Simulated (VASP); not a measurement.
# CrO2 (Fm-3m) in VASP: a series of runs

The runs below take CrO2 through single point, relaxation of cell and atoms, with BLYP, PBE, r2SCAN.

Program: VASP 6.6.1. These are calculated values, not measurements. Logs are shortened: lines on timing, memory, paths and dates and some standing lists are left out, and cuts for length are marked.

### Step 1. The cell of the first run

It takes space group Fm-3m (No. 225, cubic). Conventional cell: a = 4.760 Å, b = 4.760 Å, c = 4.760 Å, α = 90.00°, β = 90.00°, γ = 90.00°. Within 2.7 Å of Cr (site symmetry m-3m) lie 8 O at 2.06 Å. Within 2.7 Å of O (site symmetry -43m) lie 4 Cr at 2.06 Å and 6 O at 2.38 Å.

### Step 2. Single point, BLYP, collinear spin, ferromagnetic start

Input file INCAR:

```
SYSTEM = CrO2
PREC = Accurate
ENCUT = 520
EDIFF = 1E-6
ISMEAR = -1
SIGMA = 0.05
LREAL = .FALSE.
LASPH = .TRUE.
NELM = 150
ALGO = Normal
ISIF = 2
LWAVE = .FALSE.
LCHARG = .FALSE.
ISPIN = 2
MAGMOM = 3 0 0
LORBIT = 11
LMAXMIX = 4
GGA = B5
ALDAX = 1.0
AGGAX = 1.0
AGGAC = 1.0
ALDAC = 0.0
NBANDS = 23
```

Input file KPOINTS:

```
Automatic mesh
0
G
  7 7 7
  0 0 0
```

Input file POSCAR:

```
CrO2
1.0
    0.0000000000      2.3802194465      2.3802194465
    2.3802194465      0.0000000000      2.3802194465
    2.3802194465      2.3802194465      0.0000000000
Cr O
1 2
Direct
    0.0000000000      0.0000000000      0.0000000000
    0.2500000000      0.2500000000      0.2500000000
    0.7500000000      0.7500000000      0.7500000000
```

Potentials or basis: VASP PAW PBE potentials, release 64 (Cr_pv, O).

On the command line:

```console
> cat potpaw_PBE.64/Cr_pv/POTCAR potpaw_PBE.64/O/POTCAR > POTCAR
> mpirun -np 1 vasp_std > vasp.out
```

OUTCAR:

```text
SYSTEM = CrO2
   PREC = Accurate
   ENCUT = 520
   EDIFF = 1E-6
   ISMEAR = -1
   LREAL = .FALSE.
   LASPH = .TRUE.
   NELM = 150
   ISIF = 2
   ISPIN = 2
   LORBIT = 11
   GGA = B5

 ion  position               nearest neighbor table
   1  0.000  0.000  0.000-   3 2.06   3 2.06   3 2.06   2 2.06   3 2.06   2 2.06   2 2.06   2 2.06

   2  0.250  0.250  0.250-   1 2.06   1 2.06   1 2.06   1 2.06
   3  0.750  0.750  0.750-   1 2.06   1 2.06   1 2.06   1 2.06

  LATTYP: Found a face centered cubic cell.
 ALAT       =     4.7604388930

  Lattice vectors:

 A1 = (   0.0000000000,   2.3802194465,   2.3802194465)
 A2 = (   2.3802194465,   0.0000000000,   2.3802194465)
 A3 = (   2.3802194465,   2.3802194465,   0.0000000000)

Analysis of symmetry for initial positions (statically):
=====================================================================
 Subroutine PRICEL returns:
 Original cell was already a primitive cell.

 Routine SETGRP: Setting up the symmetry group for a
 face centered cubic supercell.

 Subroutine GETGRP returns: Found 48 space group operations
 (whereof 48 operations were pure point group operations)
 out of a pool of 48 trial point group operations.

The static configuration has the point symmetry O_h .

Analysis of symmetry for dynamics (positions and initial velocities):
=====================================================================
 Subroutine PRICEL returns:
 Original cell was already a primitive cell.

 Routine SETGRP: Setting up the symmetry group for a
 face centered cubic supercell.

 Subroutine GETGRP returns: Found 48 space group operations
 (whereof 48 operations were pure point group operations)
 out of a pool of 48 trial point group operations.

The dynamic configuration has the point symmetry O_h .

Analysis of structural, dynamic, and magnetic symmetry:
=====================================================================
 Subroutine PRICEL returns:
 Original cell was already a primitive cell.

 Routine SETGRP: Setting up the symmetry group for a
 face centered cubic supercell.

 Subroutine GETGRP returns: Found 48 space group operations
 (whereof 48 operations were pure point group operations)
 out of a pool of 48 trial point group operations.

The overall configuration has the point symmetry O_h .

 Subroutine INISYM returns: Found 48 space group operations
 (whereof 48 operations are pure point group operations),
 and found     1 'primitive' translations

----------------------------------------------------------------------------------------

                                     Primitive cell

  volume of cell :      26.9700

  direct lattice vectors                    reciprocal lattice vectors
     0.000000000  2.380219446  2.380219446    -0.210064665  0.210064665  0.210064665
     2.380219446  0.000000000  2.380219446     0.210064665 -0.210064665  0.210064665
     2.380219446  2.380219446  0.000000000     0.210064665  0.210064665 -0.210064665

  length of vectors
     3.366138623  3.366138623  3.366138623     0.363842672  0.363842672  0.363842672

  position of ions in fractional coordinates (direct lattice)
     0.000000000  0.000000000  0.000000000
     0.250000000  0.250000000  0.250000000
     0.750000000  0.750000000  0.750000000

  ion indices of the primitive-cell ions
   primitive index   ion index
                 1           1
                 2           2
                 3           3

----------------------------------------------------------------------------------------

 KPOINTS: Automatic mesh

Automatic generation of k-mesh.
 Grid dimensions read from file:
 generate k-points for:    7    7    7

 Generating k-lattice:

  Cartesian coordinates                     Fractional coordinates (reciprocal lattice)
    -0.030009238  0.030009238  0.030009238     0.142857143  0.000000000  0.000000000
     0.030009238 -0.030009238  0.030009238     0.000000000  0.142857143  0.000000000
     0.030009238  0.030009238 -0.030009238     0.000000000  0.000000000  0.142857143

  Length of vectors
[... 57 lines left out ...]
      3     -37.7685      1.00000
      4     -10.9396      1.00000
      5     -10.8901      1.00000
      6       0.1491      1.00000
[... 15 lines left out ...]
     22      27.0772      0.00000
     23      28.2028      0.00000
 Fermi energy:         7.0527159897

 spin component 2

 k-point     1 :       0.0000    0.0000    0.0000
  band No.  band energies     occupation
      1     -35.5204      1.00000
      2     -35.5204      1.00000
      3     -35.5204      1.00000
      4     -13.2255      1.00000
      5      -9.1507      1.00000
      6       0.8793      1.00000
[... 15 lines left out ...]
     22      27.9240      0.00000
     23      27.9240      0.00000

 k-point     2 :       0.1429    0.0000    0.0000
  band No.  band energies     occupation
      1     -35.5352      1.00000
      2     -35.5224      1.00000
      3     -35.5224      1.00000
      4     -13.0065      1.00000
      5      -9.4225      1.00000
      6       1.0471      1.00000
[... 15 lines left out ...]
     22      27.8998      0.00000
     23      27.8998      0.00000

 k-point     3 :       0.2857    0.0000    0.0000
  band No.  band energies     occupation
      1     -35.5686      1.00000
      2     -35.5270      1.00000
      3     -35.5270      1.00000
      4     -12.4258      1.00000
      5     -10.0573      1.00000
      6       1.4737      1.00000
[... 15 lines left out ...]
     22      27.8711      0.00000
     23      27.8711      0.00000
[... 391 lines left out ...]
 k-point    19 :      -0.4286    0.4286    0.1429
  band No.  band energies     occupation
      1     -35.5888      1.00000
      2     -35.5552      1.00000
      3     -35.5448      1.00000
      4     -11.3725      1.00000
      5     -10.7571      1.00000
      6       0.1102      1.00000
[... 15 lines left out ...]
     22      26.7265      0.00000
     23      28.7085      0.00000

 k-point    20 :      -0.2857    0.4286    0.1429
  band No.  band energies     occupation
      1     -35.5776      1.00000
      2     -35.5702      1.00000
      3     -35.5438      1.00000
      4     -11.0899      1.00000
      5     -11.0410      1.00000
      6       0.3191      1.00000
[... 15 lines left out ...]
     22      27.6579      0.00000
     23      28.6982      0.00000

------------------------ aborting loop because EDIFF is reached ----------------------------------------

  FORCE on cell =-STRESS in cart. coord.  units (eV):
  Direction    XX          YY          ZZ          XY          YZ          ZX
  --------------------------------------------------------------------------------------
  -------------------------------------------------------------------------------------
  Total        0.1067903      0.1067903      0.1067903     -0.0000000     -0.0000000      0.0000000
  in kB        6.3439755      6.3439755      6.3439755     -0.0000000     -0.0000000      0.0000000
  external PRESSURE =       6.3439755 kB  Pullay stress =       0.0000000 kB

 VOLUME and BASIS-vectors are now :
 -----------------------------------------------------------------------------
  energy-cutoff  :      520.00
  volume of cell :       26.97
      direct lattice vectors                 reciprocal lattice vectors
     0.000000000  2.380219446  2.380219446    -0.210064665  0.210064665  0.210064665
     2.380219446  0.000000000  2.380219446     0.210064665 -0.210064665  0.210064665
     2.380219446  2.380219446  0.000000000     0.210064665  0.210064665 -0.210064665

 POSITION                                       TOTAL-FORCE (eV/Angst)
 -----------------------------------------------------------------------------------
      0.00000      0.00000      0.00000         0.000000      0.000000      0.000000
      1.19011      1.19011      1.19011        -0.000000     -0.000000     -0.000000
      3.57033      3.57033      3.57033         0.000000      0.000000     -0.000000
 -----------------------------------------------------------------------------------
    total drift:                               -0.000000     -0.000000      0.000000

  FREE ENERGIE OF THE ION-ELECTRON SYSTEM (eV)
  ---------------------------------------------------
  free  energy   TOTEN  =       -23.0413440304 eV

  energy  without entropy=      -23.0413019285  energy(sigma->0) =      -23.04132298

 total charge

# of ion       s       p       d       tot
------------------------------------------
    1        0.271   6.329   3.912  10.512
    2        1.576   3.429   0.000   5.005
    3        1.576   3.429   0.000   5.005
--------------------------------------------------
tot          3.423  13.187   3.912  20.522

 magnetization (x)

# of ion       s       p       d       tot
------------------------------------------
    1        0.022   0.026   2.106   2.154
    2       -0.002  -0.101   0.000  -0.103
    3       -0.002  -0.101   0.000  -0.103
--------------------------------------------------
tot          0.018  -0.176   2.106   1.949
```

It took 1.8 min on 1 thread of Intel Xeon 8259CL, shared host; peak memory 0.18 GiB.

Results:

```yaml
Free_energy: -23.0413 eV
Pressure: 0.6 GPa
Band_gap_on_the_k_mesh: 0.68 eV
Net_moment: 2.00 μB per cell
Site_moments: Cr +2.15; O -0.10 μB
Valence_electrons_inside_the_program's_atomic_spheres: Cr 10.51; O 5.00
```

Levels at points of the mesh, in eV from the valence-band top:
Spin up:
| k point | band 10 | band 11 | band 12 | band 13 | band 14 | band 15 | band 16 | band 17 |
| --- | --- | --- | --- | --- | --- | --- | --- | --- |
| (0.00, 0.00, 0.00) | -1.54 | -0.86 | -0.86 | -0.86 | 3.02 | 3.03 | 3.03 | 4.53 |
Spin down:
```csv
k point,band 8,band 9,band 10,band 11,band 12,band 13,band 14,band 15
"(0.00, 0.00, 0.00)",-5.85,-1.04,-1.04,-1.04,1.31,1.31,4.04,4.04
```

Caveat: an empty level that is flat over the whole mesh can mark a ghost state of the potentials, or a narrow d or f band; the PAW data sets were made with another functional, which shifts forces and pressure a little; an odd mesh through Γ misses points on the zone boundary, where band edges can lie; a cell with one magnetic atom can't hold antiferromagnetic order, which such compounds often take.

### Step 3. Single point, PBE, collinear spin, ferromagnetic start

This run uses another cell than the first one, of 9.02 Å³/atom.

INCAR, as its differences from that of step 2:

```diff
@@ -17,7 +17,3 @@
 LMAXMIX = 4
-GGA = B5
-ALDAX = 1.0
-AGGAX = 1.0
-AGGAC = 1.0
-ALDAC = 0.0
+GGA = PE
 NBANDS = 23
```

KPOINTS is that of step 2.

Input file POSCAR:

```
CrO2
1.0
    0.0000000000      2.3830650000      2.3830650000
    2.3830650000      0.0000000000      2.3830650000
    2.3830650000      2.3830650000      0.0000000000
Cr O
1 2
Direct
    0.0000000000      0.0000000000      0.0000000000
    0.2500000000      0.2500000000      0.2500000000
    0.7500000000      0.7500000000      0.7500000000
```

Potentials or basis: VASP PAW PBE potentials, release 64 (Cr_pv, O).

On the command line:

```console
> cat potpaw_PBE.64/Cr_pv/POTCAR potpaw_PBE.64/O/POTCAR > POTCAR
> mpirun -np 1 vasp_std > vasp.out
```

Run time: 83 s. Hardware: 1 thread of Intel Xeon 8259CL, shared host; peak memory 0.18 GiB.

Results (log left out):

```yaml
Free_energy: -24.3321 eV
Pressure: -7.9 GPa
Band_gap_on_the_k_mesh: 0.58 eV
Net_moment: 2.00 μB per cell
Site_moments: Cr +2.20; O -0.13 μB
Valence_electrons_inside_the_program's_atomic_spheres: Cr 10.53; O 4.99
```

Levels at points of the mesh, in eV from the valence-band top:
Spin up:
```csv
k point,band 10,band 11,band 12,band 13,band 14,band 15,band 16,band 17
"(0.00, 0.00, 0.00)",-1.56,-0.88,-0.88,-0.88,2.97,2.97,2.97,4.93
```
Spin down:
```tsv
k point	band 7	band 8	band 9	band 10	band 11	band 12	band 13	band 14	band 15	band 16
(0.00, 0.00, 0.00)	-5.90	-5.90	-1.09	-1.09	-1.09	1.43	1.43	4.06	4.06	4.06
```

Caveat: the cell stands under tension; an empty level that is flat over the whole mesh can mark a ghost state of the potentials, or a narrow d or f band; an odd mesh through Γ misses points on the zone boundary, where band edges can lie; a cell with one magnetic atom can't hold antiferromagnetic order, which such compounds often take.

### Step 4. Single point, r2SCAN, collinear spin, ferromagnetic start

This run uses another cell than the first one, of 8.50 Å³/atom.

Input file POSCAR:

```
CrO2
1.0
    0.0000000000      2.3361246767      2.3361246767
    2.3361246767      0.0000000000      2.3361246767
    2.3361246767      2.3361246767      0.0000000000
Cr O
1 2
Direct
    0.0000000000      0.0000000000      0.0000000000
    0.2500000000      0.2500000000      0.2500000000
    0.7500000000      0.7500000000      0.7500000000
```

Input file INCAR.step1:

```
SYSTEM = CrO2
PREC = Accurate
ENCUT = 520
ISMEAR = -1
SIGMA = 0.05
LREAL = .False.
LASPH = .True.
NELM = 150
ISPIN = 2
MAGMOM = 3 0 0
LMAXMIX = 4
NBANDS = 23
GGA = PE
ALGO = Normal
EDIFF = 1E-4
LWAVE = .True.
LCHARG = .False.
```

Input file INCAR.step2:

```
SYSTEM = CrO2
PREC = Accurate
ENCUT = 520
EDIFF = 1E-6
ISMEAR = -1
SIGMA = 0.05
LREAL = .False.
LASPH = .True.
NELM = 150
ALGO = Normal
ISIF = 2
LWAVE = .False.
LCHARG = .False.
ISPIN = 2
MAGMOM = 3 0 0
LORBIT = 11
LMAXMIX = 4
METAGGA = R2SCAN
LMIXTAU = .True.
NBANDS = 23
ISTART = 1
```

Input file KPOINTS:

```
Automatic mesh
0
Gamma
  7 7 7
  0 0 0
```

On the command line:

```console
> cat potpaw_PBE.64/Cr_pv/POTCAR potpaw_PBE.64/O/POTCAR > POTCAR
> cp INCAR.step1 INCAR
> mpirun -np 1 vasp_std > vasp.out
> cp INCAR.step2 INCAR
> mpirun -np 1 vasp_std > vasp.out
```

Wall time 5 min (1 thread of Intel Xeon 8259CL, shared host); peak memory 0.19 GiB.

It converged, with:

| Property | Result |
| --- | --- |
| Free energy | -32.7886 eV |
| Pressure | 1.3 GPa |
| Band gap on the k mesh | 0.51 eV (least direct gap 0.54 eV) |
| Net moment | 2.00 μB per cell |
| Site moments | Cr +2.35; O -0.14 μB |
| Valence electrons inside the program's atomic spheres | Cr 10.81; O 5.07 |

Levels at points of the mesh, in eV from the valence-band top:
Spin up:
| k point | band 11 | band 12 | band 13 | band 14 | band 15 | band 16 |
| --- | --- | --- | --- | --- | --- | --- |
| (0.00, 0.00, 0.00) | -0.98 | -0.98 | -0.98 | 0.51 | 3.42 | 3.42 |
Spin down:
| k point | band 7 | band 8 | band 9 | band 10 | band 11 | band 12 | band 13 | band 14 | band 15 | band 16 |
| --- | --- | --- | --- | --- | --- | --- | --- | --- | --- | --- |
| (0.00, 0.00, 0.00) | -6.57 | -6.57 | -1.29 | -1.29 | -1.29 | 2.07 | 2.07 | 4.77 | 4.77 | 4.77 |

Caveat: the PAW data sets were made with another functional, which shifts forces and pressure a little; an odd mesh through Γ misses points on the zone boundary, where band edges can lie; a cell with one magnetic atom can't hold antiferromagnetic order, which such compounds often take.

### Step 5. Relaxation of cell and atoms, BLYP, collinear spin, ferromagnetic start

This run uses another cell than the first one, of 9.02 Å³/atom.

Input file INCAR:

```
SYSTEM = CrO2
PREC     = Accurate       ! precision mode
ENCUT    = 600            ! plane-wave cutoff, eV
EDIFF    = 1E-6           ! SCF threshold, eV
ISMEAR   = -1             ! smearing method
SIGMA    = 0.05           ! smearing width, eV
LREAL    = .False.        ! projectors in reciprocal space
LASPH    = .True.         ! aspherical terms in the spheres
NELM     = 150            ! most SCF steps
ALGO     = Normal         ! electronic algorithm
ISIF     = 3              ! what is computed and relaxed
LWAVE    = .False.        ! write WAVECAR
LCHARG   = .False.        ! write CHGCAR
ISPIN    = 2              ! spin polarisation
MAGMOM   = 3 0 0          ! initial moments
LORBIT   = 11             ! projections on sites
LMAXMIX  = 4              ! l up to which the mixer works
GGA      = B5             ! functional
ALDAX    = 1.0          
AGGAX    = 1.0          
AGGAC    = 1.0          
ALDAC    = 0.0          
IBRION   = 2              ! ionic algorithm
NSW      = 60             ! ionic steps
EDIFFG   = -0.01          ! ionic threshold
```

Input file KPOINTS:

```
regular mesh
0
Gamma
  7 7 7
  0 0 0
```

Input file POSCAR:

```
CrO2
1.0
    0.0000000000      2.3830650000      2.3830650000
    2.3830650000      0.0000000000      2.3830650000
    2.3830650000      2.3830650000      0.0000000000
Cr O
1 2
Direct
    0.0000000000      0.0000000000      0.0000000000
    0.2500000000      0.2500000000      0.2500000000
    0.7500000000      0.7500000000      0.7500000000
```

On the command line:

```console
> cat potpaw_PBE.64/Cr_pv/POTCAR potpaw_PBE.64/O/POTCAR > POTCAR
> mpirun -np 1 vasp_std > vasp.out
```

Wall time 2.8 min (1 thread of Intel Xeon 8259CL, shared host); peak memory 0.18 GiB.

It converged, with:

```yaml
Free_energy: -23.0449 eV
Relaxed_volume: 9.00 Å³/atom
Relaxed_cell: a = 3.368 Å, b = 3.368 Å, c = 3.368 Å, α = 60.00°, β = 60.00°, γ = 60.00°
Space_group_after_relaxing_to_0.1_Å: Fm-3m (No. 225)
Energy_gained_by_relaxing: 0.0 meV/atom
Ionic_steps: 3
Pressure_after_relaxing: 0.0 GPa
Band_gap_on_the_k_mesh: 0.68 eV
Net_moment: 2.00 μB per cell
Site_moments: Cr +2.16; O -0.10 μB
Valence_electrons_inside_the_program's_atomic_spheres: Cr 10.51; O 5.00
```

Final structure:
```yaml
crystal:
  lattice:
    - [0.00000, 2.38147, 2.38147]
    - [2.38147, 0.00000, 2.38147]
    - [2.38147, 2.38147, 0.00000]
  atoms:
    - { symbol: Cr, position: [0.00000, 0.00000, 0.00000] }
    - { symbol: O, position: [0.25000, 0.25000, 0.25000] }
    - { symbol: O, position: [0.75000, 0.75000, 0.75000] }
```

Levels at points of the mesh, in eV from the valence-band top:
Spin up:
```
           k point  band 9  band 10  band 11  band 12  band 13  band 14  band 15  band 16  band 17  band 18
(0.00, 0.00, 0.00)   -1.54    -1.54    -0.86    -0.86    -0.86     3.02     3.02     3.02     4.53     7.75
```
Spin down:
```
           k point  band 9  band 10  band 11  band 12  band 13  band 14
(0.00, 0.00, 0.00)   -1.04    -1.04    -1.04     1.31     1.31     4.04
```

Caveat: an empty level that is flat over the whole mesh can mark a ghost state of the potentials, or a narrow d or f band; the PAW data sets were made with another functional, which shifts forces and pressure a little; an odd mesh through Γ misses points on the zone boundary, where band edges can lie; a cell with one magnetic atom can't hold antiferromagnetic order, which such compounds often take.

### Step 6. Overview

```tsv
task	level	cell	cutoff (eV)	gap on the mesh (eV)	pressure (GPa)	moment (μB)
single point	BLYP	a = 3.366 Å, angles 60.0°, 3 atoms	520	0.68	0.6	2.00
single point	PBE	a = 3.370 Å, angles 60.0°, 3 atoms	520	0.58	-7.9	2.00
single point	r2SCAN	a = 3.304 Å, angles 60.0°, 3 atoms	520	0.51	1.3	2.00
relaxation of cell and atoms	BLYP	relaxed from a = 3.370 Å, angles 60.0°, 3 atoms	600	0.68	0.0	2.00
```

Alike in all rows: potentials or basis VASP PAW PBE potentials, release 64 (Cr_pv, O); spin collinear, ferromagnetic start; k mesh 7 × 7 × 7; smearing fermi-dirac 0.05 eV.

Caveats: an odd mesh through Γ misses points on the zone boundary, where band edges can lie; a cell with one magnetic atom can't hold antiferromagnetic order, which such compounds often take; an empty level that is flat over the whole mesh can mark a ghost state of the potentials, or a narrow d or f band (at least some runs); the PAW data sets were made with another functional, which shifts forces and pressure a little (at least some runs); the cell stands under tension (at least some runs).

Total energies depend on the potentials used, so only differences within one code and one set of settings carry meaning.
